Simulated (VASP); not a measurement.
# SiF (Pm-3m) in VASP: notebook, part 2 of 2

VASP 6.6.1.

## Step 3: Relaxation of cell and atoms, PBEsol, target pressure 10 GPa, at which the enthalpy is minimised

Input file INCAR:

```
SYSTEM = SiF
PREC     = Accurate       ! precision mode
ENCUT    = 600            ! plane-wave cutoff, eV
EDIFF    = 1E-6           ! SCF threshold, eV
ISMEAR   = -1             ! smearing method
SIGMA    = 0.05           ! smearing width, eV
LREAL    = .False.        ! projectors in reciprocal space
LASPH    = .True.         ! aspherical terms in the spheres
NELM     = 100            ! most SCF steps
ALGO     = Normal         ! electronic algorithm
ISIF     = 3              ! what is computed and relaxed
LWAVE    = .False.        ! write WAVECAR
LCHARG   = .False.        ! write CHGCAR
GGA      = PS             ! functional
IBRION   = 2              ! ionic algorithm
NSW      = 60             ! ionic steps
EDIFFG   = -0.01          ! ionic threshold
PSTRESS  = 100.0
```

Input file KPOINTS:

```
Automatic mesh
0
Gamma
  9 9 9
  0 0 0
```

Input file POSCAR:

```
SiF
1.0
    3.0286000000      0.0000000000      0.0000000000
    0.0000000000      3.0286000000      0.0000000000
    0.0000000000      0.0000000000      3.0286000000
Si F
1 1
Direct
    0.5000000000      0.5000000000      0.5000000000
    0.0000000000      0.0000000000      0.0000000000
```

Potentials or basis: VASP PAW PBE potentials, release 64 (Si, F).

Launch:

```console
$ cat potpaw_PBE.64/Si/POTCAR potpaw_PBE.64/F/POTCAR > POTCAR
$ mpirun -np 1 vasp_std > vasp.out
```

Wall time 19 s (1 thread of Intel Xeon Platinum 8259CL at 2.50GHz (Skylake/Cascade Lake), shared host); peak memory 0.14 GiB.

It converged, with:

```yaml
Free_energy: -8.3188 eV
Relaxed_volume: 12.03 Å³/atom
Relaxed_cell: a = 2.887 Å, b = 2.887 Å, c = 2.887 Å, α = 90.00°, β = 90.00°, γ = 90.00°
Space_group_after_relaxing_to_0.05_Å: Pm-3m (No. 221)
Energy_change_on_relaxing_the_enthalpy_is_what_falls: +26.0 meV/atom
Ionic_steps: 3
Pressure_after_relaxing: 10.0 GPa
```

Step by step:
```csv
step,energy change (eV),largest force (eV/Å),pressure (GPa),volume (Å³)
1,0.0000,0.0000,-3.81,27.78
2,0.1145,0.0000,14.81,23.24
3,0.0519,0.0000,10.03,24.05
```

Final structure:
```xyz
2
Lattice="2.8865 0.0000 0.0000 0.0000 2.8865 0.0000 0.0000 0.0000 2.8865" Properties=species:S:1:pos:R:3 pbc="T T T"
Si    1.4433    1.4433    1.4433
F     0.0000    0.0000    0.0000
```

Levels at points of the mesh, in eV from the Fermi level:
```
           k point  band 3  band 4  band 5  band 6  band 7  band 8
(0.00, 0.00, 0.00)   -6.09   -6.09   -6.09    5.44    6.02    6.02
```

Caveat: the cell is relaxed towards a set pressure, so the enthalpy falls and the energy may rise; the PAW data sets were made with another functional, which shifts forces and pressure a little; an odd number of electrons without spin polarisation forces a metal; a magnetic or distorted state may lie lower.

## Step 4: Relaxation of cell and atoms, PBEsol, target pressure 20 GPa, at which the enthalpy is minimised

Input file INCAR:

```
SYSTEM = SiF
  ALGO = Normal
  EDIFF = 1E-7
  EDIFFG = -0.01
  ENCUT = 600
  GGA = PS
  IBRION = 2
  ISIF = 3
  ISMEAR = -1
  LASPH = .TRUE.
  LCHARG = .FALSE.
  LREAL = .FALSE.
  LWAVE = .FALSE.
  NELM = 100
  NSW = 60
  PREC = Accurate
  PSTRESS = 200.0
  SIGMA = 0.05
```

Input file KPOINTS:

```
k-points
0
G
  9 9 9
  0 0 0
```

POSCAR is that of step 3.

Potentials or basis: VASP PAW PBE potentials, release 64 (Si, F).

Launch:

```console
$ cat potpaw_PBE.64/Si/POTCAR potpaw_PBE.64/F/POTCAR > POTCAR
$ mpirun -np 1 vasp_std > vasp.out
```

OUTCAR:

```text
SYSTEM = SiF
   EDIFF = 1E-7
   EDIFFG = -0.01
   ENCUT = 600
   GGA = PS
   IBRION = 2
   ISIF = 3
   ISMEAR = -1
   LASPH = .TRUE.
   LREAL = .FALSE.
   NELM = 100
   NSW = 60
   PREC = Accurate
   PSTRESS = 200.0

 ion  position               nearest neighbor table
   1  0.500  0.500  0.500-
   2  0.000  0.000  0.000-

  LATTYP: Found a simple cubic cell.
 ALAT       =     3.0286000000

  Lattice vectors:

 A1 = (   3.0286000000,   0.0000000000,   0.0000000000)
 A2 = (   0.0000000000,   3.0286000000,   0.0000000000)
 A3 = (   0.0000000000,   0.0000000000,   3.0286000000)

Analysis of symmetry for initial positions (statically):
=====================================================================
 Subroutine PRICEL returns:
 Original cell was already a primitive cell.

[... 251 lines left out ...]
  free energy    TOTEN  =        -8.17452175 eV

  energy without entropy =       -8.15604206  energy(sigma->0) =       -8.16528190

 E-fermi :   8.4518     XC(G=0): -11.4455

 val. band max:        8.4358045200   @ k =   0.3333   0.2222   0.0000
 cond. band min:       8.4670959641   @ k =   0.4444   0.3333   0.2222
 fundamental gap:      0.0312914441
 Fermi energy:         8.4517988059

 k-point     1 :       0.0000    0.0000    0.0000
  band No.  band energies     occupation
      1     -17.2930      2.00000
      2      -1.0450      2.00000
      3       1.9198      2.00000
      4       1.9198      2.00000
      5       1.9198      2.00000
      6      13.7032      0.00000
      7      13.7032      0.00000
      8      14.9024      0.00000
      9      14.9024      0.00000
[... 265 lines left out ...]
 k-point    24 :       0.4444    0.3333    0.1111
  band No.  band energies     occupation
      1     -16.5827      2.00000
      2      -1.4722      2.00000
      3      -0.0493      2.00000
      4       2.2483      2.00000
      5       4.2114      2.00000
      6       8.5361      0.31234
      7       9.7046      0.00000
      8      14.6802      0.00000
      9      16.5672      0.00000

 [... further k-points ...]
[... 5 lines left out ...]
  --------------------------------------------------------------------------------------
  -------------------------------------------------------------------------------------
  Total        2.7876002      2.7876002      2.7876002     -0.0000000      0.0000000     -0.0000000
  in kB      198.6798314    198.6798314    198.6798314     -0.0000000      0.0000000     -0.0000000
  external PRESSURE =      -1.3201686 kB  Pullay stress =     200.0000000 kB
[... 21 lines left out ...]
  energy  without entropy=       -8.1560420583  energy(sigma->0) =       -8.16528190

  enthalpy is  TOTEN    =        -5.3683987749 eV   P V=        2.8061229705

 reached required accuracy - stopping structural energy minimisation
```

OSZICAR:

```text
N       E                     dE             d eps       ncg     rms          rms(c)
DAV:   1     0.298165396684E+02    0.29817E+02   -0.55271E+03   630   0.116E+03
DAV:   2    -0.789443085706E+01   -0.37711E+02   -0.36637E+02   859   0.168E+02
DAV:   3    -0.905173039676E+01   -0.11573E+01   -0.11460E+01   728   0.303E+01
[... 32 lines left out ...]
DAV:   4    -0.817491320651E+01    0.12759E-01   -0.21522E-02   640   0.153E+00    0.139E-01
DAV:   5    -0.817451679467E+01    0.39641E-03   -0.70754E-04   686   0.261E-01    0.612E-02
DAV:   6    -0.817452665824E+01   -0.98636E-05   -0.10489E-04   658   0.125E-01    0.152E-02
DAV:   7    -0.817452176675E+01    0.48915E-05   -0.35335E-05   656   0.574E-02    0.273E-03
DAV:   8    -0.817452174539E+01    0.21364E-07   -0.59870E-07   629   0.921E-03
   3 F= -.53683988E+01 E0= -.53591589E+01  d E =-.465455E+00
```

Run time: 26 s. Hardware: 1 thread of AMD EPYC 7R13, shared host; peak memory 0.11 GiB.

Results:

* Free energy: -8.1745 eV
* Relaxed volume: 11.24 Å³/atom
* Relaxed cell: a = 2.822 Å, b = 2.822 Å, c = 2.822 Å, α = 90.00°, β = 90.00°, γ = 90.00°
* Space group after relaxing (to 0.05 Å): Pm-3m (No. 221)
* Energy change on relaxing (the enthalpy is what falls): +98.1 meV/atom
* Ionic steps: 3
* Pressure after relaxing: 19.9 GPa

Step by step:
| step | energy change (eV) | largest force (eV/Å) | pressure (GPa) | volume (Å³) |
| --- | --- | --- | --- | --- |
| 1 | 0.0000 | 0.0000 | -3.81 | 27.78 |
| 2 | 0.5988 | 0.0000 | 40.27 | 20.28 |
| 3 | 0.1962 | 0.0000 | 19.87 | 22.48 |

Final structure:
```
CELL_PARAMETERS angstrom
2.82225 0.00000 0.00000
0.00000 2.82225 0.00000
0.00000 0.00000 2.82225
ATOMIC_POSITIONS crystal
Si 0.50000 0.50000 0.50000
F 0.00000 0.00000 0.00000
```

Caveat: the cell is relaxed towards a set pressure, so the enthalpy falls and the energy may rise; the volume moved by over 15 % at a fixed basis, so the end points are rough; the PAW data sets were made with another functional, which shifts forces and pressure a little; an odd number of electrons without spin polarisation forces a metal; a magnetic or distorted state may lie lower.

## Step 5: Relaxation of cell and atoms, PBEsol, target pressure 30 GPa, at which the enthalpy is minimised

Input file INCAR:

```
SYSTEM = SiF
ALGO     = Normal         ! electronic algorithm
EDIFF    = 1E-6           ! SCF threshold, eV
EDIFFG   = -0.01          ! ionic threshold
ENCUT    = 600            ! plane-wave cutoff, eV
GGA      = PS             ! functional
IBRION   = 2              ! ionic algorithm
ISIF     = 3              ! what is computed and relaxed
ISMEAR   = -1             ! smearing method
LASPH    = .TRUE.         ! aspherical terms in the spheres
LCHARG   = .FALSE.        ! write CHGCAR
LREAL    = .FALSE.        ! projectors in reciprocal space
LWAVE    = .FALSE.        ! write WAVECAR
NELM     = 80             ! most SCF steps
NSW      = 60             ! ionic steps
PREC     = Accurate       ! precision mode
PSTRESS  = 300.0        
SIGMA    = 0.05           ! smearing width, eV
```

KPOINTS is that of step 4.

POSCAR is that of step 4.

Launch:

```console
$ cat potpaw_PBE.64/Si/POTCAR potpaw_PBE.64/F/POTCAR > POTCAR
$ mpirun -np 1 vasp_std > vasp.out
```

Run time: 36 s. Hardware: 1 thread of AMD EPYC 7R13, shared host; peak memory 0.11 GiB.

It converged, with:

```
Free energy                                            : -7.9886 eV
Relaxed volume                                         : 10.64 Å³/atom
Relaxed cell                                           : a = 2.771 Å, b = 2.771 Å, c = 2.771 Å, α = 90.00°, β = 90.00°, γ = 90.00°
Space group after relaxing (to 0.05 Å)                 : Pm-3m (No. 221)
Energy change on relaxing (the enthalpy is what falls) : +191.1 meV/atom
Ionic steps                                            : 4
Pressure after relaxing                                : 29.9 GPa
```

The path:
| step | energy change (eV) | largest force (eV/Å) | pressure (GPa) | volume (Å³) |
| --- | --- | --- | --- | --- |
| 1 | 0.0000 | 0.0000 | -3.81 | 27.78 |
| 2 | 1.6006 | 0.0000 | 83.32 | 17.58 |
| 3 | 0.3607 | 0.0000 | 28.86 | 21.39 |
| 4 | 0.3821 | 0.0000 | 29.95 | 21.27 |

Final structure:
```
Si F
1.0
     2.77086    0.00000    0.00000
     0.00000    2.77086    0.00000
     0.00000    0.00000    2.77086
Si F
1 1
Direct
  0.50000 0.50000 0.50000
  0.00000 0.00000 0.00000
```

Levels at points of the mesh, in eV from the Fermi level:
```
           k point  band 1  band 2  band 3  band 4  band 5  band 6  band 7  band 8  band 9
(0.00, 0.00, 0.00)  -26.28   -9.62   -6.92   -6.92   -6.92    5.09    5.09    6.83    6.83
```

Caveat: the cell is relaxed towards a set pressure, so the enthalpy falls and the energy may rise; the volume moved by over 15 % at a fixed basis, so the end points are rough; the PAW data sets were made with another functional, which shifts forces and pressure a little; an odd number of electrons without spin polarisation forces a metal; a magnetic or distorted state may lie lower.

## Step 6: Single point, HSE06

POSCAR is that of step 5.

Input file INCAR.step1:

```
SYSTEM = SiF
PREC = Accurate
ENCUT = 520
EDIFF = 1E-5
ISMEAR = 0
SIGMA = 0.05
LREAL = .FALSE.
LASPH = .TRUE.
NELM = 60
ALGO = Normal
ISIF = 2
LWAVE = .TRUE.
GGA = PE
NBANDS = 12
```

Input file INCAR.step2:

```
SYSTEM = SiF
PREC = Accurate
ENCUT = 520
EDIFF = 1E-7
ISMEAR = 0
SIGMA = 0.05
LREAL = .FALSE.
LASPH = .TRUE.
NELM = 60
ALGO = Normal
ISIF = 2
LWAVE = .FALSE.
LCHARG = .TRUE.
GGA = PE
LHFCALC = .TRUE.
HFSCREEN = 0.2079
PRECFOCK = Normal
LELF = .TRUE.
LVHAR = .TRUE.
ISTART = 1
NBANDS = 12
```

Input file KPOINTS:

```
regular mesh
0
G
  5 5 5
  0 0 0
```

Potentials or basis: VASP PAW PBE potentials, release 64 (Si, F).

Launch:

```console
$ cat potpaw_PBE.64/Si/POTCAR potpaw_PBE.64/F/POTCAR > POTCAR
$ cp INCAR.step1 INCAR
$ mpirun -np 1 vasp_std > vasp.out
$ cp INCAR.step2 INCAR
$ mpirun -np 1 vasp_std > vasp.out
```

Wall time 99 s (1 thread of Intel Xeon 6975P-C (Granite Rapids), shared host); peak memory 0.24 GiB.

It converged, with:

```yaml
Free_energy: -9.6532 eV
Pressure: -2.0 GPa
```

Levels at points of the mesh, in eV from the Fermi level:
```tsv
k point	band 1	band 2	band 3	band 4	band 5	band 6	band 7	band 8	band 9	band 10
(0.00, 0.00, 0.00)	-26.91	-10.07	-6.36	-6.36	-6.36	6.13	6.13	6.13	6.67	6.67
```

Caveat: the k points lie up to 0.41 Å⁻¹ apart; the PAW data sets were made with another functional, which shifts forces and pressure a little; an odd number of electrons without spin polarisation forces a metal; a magnetic or distorted state may lie lower.

## Step 7: Summary

| task | level | cell | k mesh | cutoff (eV) | smearing | grid for exact exchange (PRECFOCK) | screening parameter | gap on the mesh (eV) | pressure (GPa) |
| --- | --- | --- | --- | --- | --- | --- | --- | --- | --- |
| relaxation of cell and atoms | PBEsol | relaxed to 5 GPa | 9 × 9 × 9 | 600 | fermi-dirac 0.05 eV | - | - | none | 5.0 |
| relaxation of cell and atoms | PBEsol | relaxed to 10 GPa | 9 × 9 × 9 | 600 | fermi-dirac 0.05 eV | - | - | none | 10.0 |
| relaxation of cell and atoms | PBEsol | relaxed to 20 GPa | 9 × 9 × 9 | 600 | fermi-dirac 0.05 eV | - | - | none | 19.9 |
| relaxation of cell and atoms | PBEsol | relaxed to 30 GPa | 9 × 9 × 9 | 600 | fermi-dirac 0.05 eV | - | - | none | 29.9 |
| single point | HSE06 | as given | 5 × 5 × 5 | 520 | gaussian 0.05 eV | Normal | 0.2079 1/Å | none | -2.0 |

Alike in all rows: potentials or basis VASP PAW PBE potentials, release 64 (Si, F); no spin polarisation.

Caveats: some runs use coarse meshes; the PAW data sets were made with another functional, which shifts forces and pressure a little; an odd number of electrons without spin polarisation forces a metal; a magnetic or distorted state may lie lower; the cell is relaxed towards a set pressure, so the enthalpy falls and the energy may rise (some runs); the volume moved by over 15 % at a fixed basis, so the end points are rough (some runs).

Total energies depend on the potentials used, so only differences within one code and one set of settings carry meaning.
